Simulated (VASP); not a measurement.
# CsBaS2 (R-3m) in VASP: a series of runs

The runs below take CsBaS2 through single point, relaxation of cell and atoms, with PBE.

Everything below comes from runs of VASP 6.6.1. Logs are shortened: lines on timing, memory, paths and dates and some standing lists are left out, and cuts for length are marked.

**1. The cell of the first run**

It takes space group R-3m (No. 166, trigonal). The conventional cell has a = 4.449 Å, b = 4.449 Å, c = 22.890 Å, α = 90.00°, β = 90.00°, γ = 120.00°. Within 4.0 Å of Ba (site symmetry -3m) lie 6 S at 3.05 Å. S (site symmetry 3m) has 3 Ba at 3.05 Å and 3 Cs at 3.36 Å within 4.0 Å. Within 4.6 Å of Cs (site symmetry -3m) lie 6 S at 3.36 Å and 6 Cs at 4.45 Å and 6 Ba at 4.60 Å.

**2. Single point, PBE**

The input, INCAR:

```
SYSTEM = CsBaS2
PREC     = Accurate       ! precision mode
ENCUT    = 520            ! plane-wave cutoff, eV
EDIFF    = 1E-7           ! SCF threshold, eV
ISMEAR   = -1             ! smearing method
SIGMA    = 0.1            ! smearing width, eV
LREAL    = .False.        ! projectors in reciprocal space
LASPH    = .True.         ! aspherical terms in the spheres
NELM     = 80             ! most SCF steps
ALGO     = Normal         ! electronic algorithm
ISIF     = 2              ! what is computed and relaxed
LWAVE    = .False.        ! write WAVECAR
LCHARG   = .False.        ! write CHGCAR
GGA      = PE             ! functional
NBANDS   = 24             ! bands
```

The input, KPOINTS:

```
Automatic mesh
0
Gamma
  7 7 7
  0 0 0
```

The input, POSCAR:

```
CsBaS2
1.0
    2.2242869622      3.8525780292      0.0000009128
   -2.2242869622      3.8525780292      0.0000009128
   -2.2242869622      1.2841908685      7.6300526321
Ba S Cs
1 2 1
Direct
    0.5000000000      0.0000000000      0.5000000000
    0.2384376376      0.5231247248      0.7153129128
    0.7615623624      0.4768752752      0.2846870872
    0.0000000000      0.0000000000      0.0000000000
```

Potentials or basis: VASP PAW PBE potentials, release 64 (Ba_sv, S, Cs_sv).

Launch:

```bash
cat potpaw_PBE.64/Ba_sv/POTCAR potpaw_PBE.64/S/POTCAR potpaw_PBE.64/Cs_sv/POTCAR > POTCAR
mpirun -np 1 vasp_std > vasp.out
```

OUTCAR:

```text
SYSTEM = CsBaS2
   PREC = Accurate
   ENCUT = 520
   EDIFF = 1E-7
   ISMEAR = -1
   LREAL = .False.
   LASPH = .True.
   NELM = 80
   ISIF = 2
   GGA = PE

 ion  position               nearest neighbor table
   1  0.500  0.000  0.500-   2 3.05   2 3.05   3 3.05   3 3.05   2 3.05   3 3.05
   2  0.238  0.523  0.715-   1 3.05   1 3.05   1 3.05
   3  0.762  0.477  0.285-   1 3.05   1 3.05   1 3.05
   4  0.000  0.000  0.000-

  LATTYP: Found a trigonal (rhomboedric) cell.
 ALAT       =     8.0507330005
 COS(alpha) =     0.8473345435

  Lattice vectors:

 A1 = (  -2.2242869622,   1.2841908685,   7.6300526321)
 A2 = (   0.0000000000,  -2.5683871607,   7.6300517193)
 A3 = (   2.2242869622,   1.2841908685,   7.6300526321)

Analysis of symmetry for initial positions (statically):
=====================================================================
 Subroutine PRICEL returns:
 Original cell was already a primitive cell.

 Routine SETGRP: Setting up the symmetry group for a
 trigonal (rhombohedral) supercell.

 Subroutine GETGRP returns: Found 12 space group operations
 (whereof 12 operations were pure point group operations)
 out of a pool of 12 trial point group operations.

The static configuration has the point symmetry D_3d.

Analysis of symmetry for dynamics (positions and initial velocities):
=====================================================================
 Subroutine PRICEL returns:
 Original cell was already a primitive cell.

 Routine SETGRP: Setting up the symmetry group for a
 trigonal (rhombohedral) supercell.

 Subroutine GETGRP returns: Found 12 space group operations
 (whereof 12 operations were pure point group operations)
 out of a pool of 12 trial point group operations.

The dynamic configuration has the point symmetry D_3d.

 Subroutine INISYM returns: Found 12 space group operations
 (whereof 12 operations are pure point group operations),
 and found     1 'primitive' translations

----------------------------------------------------------------------------------------

                                     Primitive cell

  volume of cell :     130.7675

  direct lattice vectors                    reciprocal lattice vectors
     2.224286962  3.852578029  0.000000913     0.224791139  0.129783214  0.043686931
    -2.224286962  3.852578029  0.000000913    -0.224791139  0.129783245 -0.087373769
    -2.224286962  1.284190869  7.630052632     0.000000000 -0.000000031  0.131060700

  length of vectors
     4.448573924  4.448573924  8.050733001     0.263217186  0.273877569  0.131060700

  position of ions in fractional coordinates (direct lattice)
     0.500000000  1.000000000  0.500000000
     0.238437638  0.523124725  0.715312913
     0.761562362  0.476875275  0.284687087
     0.000000000  0.000000000  0.000000000

  ion indices of the primitive-cell ions
   primitive index   ion index
                 1           1
                 2           2
                 3           3
                 4           4

----------------------------------------------------------------------------------------

 KPOINTS: Automatic mesh

Automatic generation of k-mesh.
 Grid dimensions read from file:
 generate k-points for:    7    7    7

 Generating k-lattice:

  Cartesian coordinates                     Fractional coordinates (reciprocal lattice)
     0.032113020  0.018540459  0.006240990     0.142857143  0.000000000 -0.000000000
    -0.032113020  0.018540464 -0.012481967    -0.000000000  0.142857143 -0.000000000
     0.000000000 -0.000000004  0.018722957     0.000000000  0.000000000  0.142857143

  Length of vectors
     0.037602455  0.039125367  0.018722957

  Shift w.r.t. Gamma in fractional coordinates (k-lattice)
     0.000000000  0.000000000  0.000000000

 Subroutine IBZKPT returns following result:
 ===========================================

 Found     44 irreducible k-points:

 Following reciprocal coordinates:
            Coordinates               Weight
  0.000000  0.000000  0.000000      1.000000
  0.142857 -0.000000 -0.000000      6.000000
  0.285714 -0.000000 -0.000000      6.000000
  0.428571 -0.000000 -0.000000      6.000000
 -0.000000  0.142857  0.000000      6.000000
  0.285714  0.142857 -0.000000      6.000000
[... 16 lines left out ...]
  0.428571  0.285714  0.142857     12.000000
 -0.428571  0.285714  0.142857     12.000000
 [... further k-points ...]
   k-points           NKPTS =     44   k-points in BZ     NKDIM =     44   number of bands    NBANDS=     24
   number of dos      NEDOS =    301   number of ions     NIONS =      4
   total plane-waves  NPLWV =  77760
   dimension x,y,z NGX =    36 NGY =   36 NGZ =   60
   dimension x,y,z NGXF=    72 NGYF=   72 NGZF=  120
   ions per type =               1   2   1
   NGX,Y,Z   is equivalent  to a cutoff of  13.45, 13.45, 12.39 a.u.
   NGXF,Y,Z  is equivalent  to a cutoff of  26.91, 26.91, 24.78 a.u.
 SYSTEM =  CsBaS2
   PREC   = accura    normal or accurate (medium, high low for compatibility)
   ISTART =      0    job   : 0-new  1-cont  2-samecut
   ICHARG =      2    charge: 1-file 2-atom 10-const
   ISPIN  =      1    spin polarized calculation?
   LNONCOLLINEAR =      F non collinear calculations
   LSORBIT =      F    spin-orbit coupling
   LASPH  =      T    aspherical Exc in radial PAW
   ENCUT  =  520.0 eV  38.22 Ry    6.18 a.u.   8.27  8.27 14.97*2*pi/ulx,y,z
   NELM   =     80;   NELMIN=  2; NELMDL= -5     # of ELM steps
   EDIFF  = 0.1E-06   stopping-criterion for ELM
   LREAL  =      F    real-space projection
   EDIFFG = 0.1E-05   stopping-criterion for IOM
   NSW    =      0    number of steps for IOM
   IBRION =     -1    ionic relax: 0-MD 1-quasi-New 2-CG
   NFREE  =      0    steps in history (QN), initial steepest desc. (CG)
   ISIF   =      2    stress and relaxation
   ISYM   =      2    0-nonsym 1-usesym 2-fastsym
   POTIM  = 0.5000    time-step for ionic-motion
   TEBEG  =    0.0;   TEEND  =   0.0 temperature during run
   PSTRESS=    0.0 pullay stress
   NELECT =      31.0000    total number of electrons
   NUPDOWN=      -1.0000    fix difference up-down
   EMIN   =  10.00;   EMAX   =-10.00  energy-range for DOS
   EFERMI =   0.00;   METHOD = LEGACY
   ISMEAR =    -1;   SIGMA  =   0.10  broadening in eV -4-tet -1-fermi 0-gaus
   EFERMI_NEDOS =   21; number of points for ismear=-14 and -15
   IALGO  =     38    algorithm
   IMIX   =      4    mixing-type and parameters
     AMIX     =   0.40;   BMIX     =  1.00
     AMIX_MAG =   1.60;   BMIX_MAG =  1.00
  volume/ion in A,a.u.               =      32.69       220.62
  Fermi-wavevector in a.u.,A,eV,Ry     =   1.013201  1.914672 13.967409  1.026576
  Thomas-Fermi vector in A             =   2.146355
   LORBIT       =      0    0 simple, 1 ext, 2 COOP (PROOUT), +10 PAW based schemes
   GGA     = PE    functional components
   LHFCALC =     F    Hartree Fock is set to
   AEXX    =    0.0000 exact exchange contribution
   IVDW    =     0    specifies the selected vdW correction
   LEPSILON=     F    determine dielectric tensor
   LRPA    =     F    only Hartree local field effects (RPA)
 non-spin polarized calculation
  energy-cutoff  :      520.00
  volume of cell :      130.77
 maximum number of plane-waves:      3544
 NGX is ok and might be reduce to    36
   NGX = 17   NGY = 17   NGZ = 29

 number of electron      30.9999998 magnetization

 Free energy of the ion-electron system (eV)
  ---------------------------------------------------
  ext. energy  EPLUGINS =         0.00000000
  ---------------------------------------------------
  free energy    TOTEN  =       -15.68675906 eV

  energy without entropy =      -15.47997405  energy(sigma->0) =      -15.58336656

 E-fermi :   1.2302     XC(G=0):  -8.5683

 val. band max:        1.2275059267   @ k =  -0.1429  -0.2857   0.2857
 cond. band min:       1.2493291386   @ k =   0.2857  -0.0000   0.1429
 fundamental gap:      0.0218232119
 Fermi energy:         1.2302477716

 k-point     1 :       0.0000    0.0000    0.0000
  band No.  band energies     occupation
      1     -24.2947      2.00000
      2     -18.7750      2.00000
      3     -10.6144      2.00000
      4      -9.4280      2.00000
      5      -9.4280      2.00000
      6      -9.2051      2.00000
[... 16 lines left out ...]
     23       7.6112      0.00000
     24       7.7502      0.00000

 k-point     2 :       0.1429   -0.0000   -0.0000
  band No.  band energies     occupation
      1     -24.2869      2.00000
      2     -18.7615      2.00000
      3     -10.5205      2.00000
      4      -9.9176      2.00000
      5      -9.4535      2.00000
      6      -8.7620      2.00000
[... 16 lines left out ...]
     23       7.4077      0.00000
     24       8.1854      0.00000

 k-point     3 :       0.2857   -0.0000   -0.0000
  band No.  band energies     occupation
      1     -24.2692      2.00000
      2     -18.7309      2.00000
      3     -10.4742      2.00000
      4     -10.1639      2.00000
      5      -9.5098      2.00000
      6      -8.7043      2.00000
[... 16 lines left out ...]
     23       8.0273      0.00000
     24       8.6961      0.00000

 k-point     4 :       0.4286   -0.0000   -0.0000
  band No.  band energies     occupation
      1     -24.2549      2.00000
      2     -18.7060      2.00000
      3     -10.7073      2.00000
      4      -9.8151      2.00000
      5      -9.5539      2.00000
      6      -9.1611      2.00000
[... 16 lines left out ...]
     23       8.8656      0.00000
     24       9.1070      0.00000

 k-point     5 :      -0.0000    0.1429    0.0000
  band No.  band energies     occupation
      1     -24.2869      2.00000
      2     -18.7616      2.00000
      3     -10.5146      2.00000
      4      -9.9248      2.00000
      5      -9.4536      2.00000
      6      -8.7758      2.00000
[... 451 lines left out ...]
 k-point    22 :      -0.2857    0.0000    0.1429
  band No.  band energies     occupation
      1     -24.2692      2.00000
      2     -18.7309      2.00000
      3     -10.4685      2.00000
      4     -10.1735      2.00000
      5      -9.5100      2.00000
      6      -8.7069      2.00000
[... 16 lines left out ...]
     23       8.4184      0.00000
     24       9.0171      0.00000

 k-point    23 :       0.4286    0.2857    0.1429
  band No.  band energies     occupation
      1     -24.2581      2.00000
      2     -18.7115      2.00000
      3     -10.5707      2.00000
      4     -10.0808      2.00000
      5      -9.6326      2.00000
      6      -8.7009      2.00000
[... 16 lines left out ...]
     23       8.5478      0.00000
     24       9.3452      0.00000

 k-point    24 :      -0.4286    0.2857    0.1429
  band No.  band energies     occupation
      1     -24.2492      2.00000
      2     -18.6959      2.00000
      3     -10.5214      2.00000
      4     -10.2328      2.00000
      5      -9.6787      2.00000
      6      -8.5523      2.00000
[... 16 lines left out ...]
     23       8.7074      0.00000
     24       9.4153      0.00000

 [... further k-points ...]
[... 5 lines left out ...]
  --------------------------------------------------------------------------------------
  -------------------------------------------------------------------------------------
  Total        4.4931409      4.4931409      4.4542522     -0.0000000      0.0000000      0.0000000
  in kB       55.0504463     55.0504463     54.5739784     -0.0000000      0.0000001      0.0000000
  external PRESSURE =      54.8916237 kB  Pullay stress =       0.0000000 kB

 VOLUME and BASIS-vectors are now :
 -----------------------------------------------------------------------------
  energy-cutoff  :      520.00
  volume of cell :      130.77
      direct lattice vectors                 reciprocal lattice vectors
     2.224286962  3.852578029  0.000000913     0.224791139  0.129783214  0.043686931
    -2.224286962  3.852578029  0.000000913    -0.224791139  0.129783245 -0.087373769
    -2.224286962  1.284190869  7.630052632     0.000000000 -0.000000031  0.131060700

 POSITION                                       TOTAL-FORCE (eV/Angst)
 -----------------------------------------------------------------------------------
      0.00000      2.56838      3.81503         0.000000     -0.000000     -0.000000
     -2.22429      3.85258      5.45788        -0.000000     -0.000000      0.075667
      0.00000      5.13677      2.17218         0.000000      0.000000     -0.075667
      0.00000      0.00000      0.00000         0.000000     -0.000000     -0.000000
 -----------------------------------------------------------------------------------
    total drift:                                0.000000     -0.000000      0.000000

  FREE ENERGIE OF THE ION-ELECTRON SYSTEM (eV)
  ---------------------------------------------------
  free  energy   TOTEN  =       -15.6867590650 eV

  energy  without entropy=      -15.4799740508  energy(sigma->0) =      -15.58336656
```

Run time: 1.7 min. Hardware: 1 thread of Intel Xeon Platinum 8488C (Sapphire Rapids), shared host; peak memory 0.35 GiB.

What came out:

| Quantity | Value |
| --- | --- |
| Free energy | -15.6868 eV |
| Pressure | 5.5 GPa |
| Largest force | 0.076 eV/Å |
| Band gap on the k mesh | zero (an odd number of electrons rules out a gap without spin polarisation) |

Forces in eV/Å, atoms in the order of the input:
```
Ba   0.000  0.000  0.000
S    0.000  0.000  0.076
S    0.000  0.000 -0.076
Cs   0.000  0.000  0.000
```

Caveat: the cell stands under pressure; spin-orbit coupling is left out, which moves the levels of the heavy elements.

[end of part 1 of 2]

The gap in the log of VASP goes by the Fermi energy; the results here count the filled bands.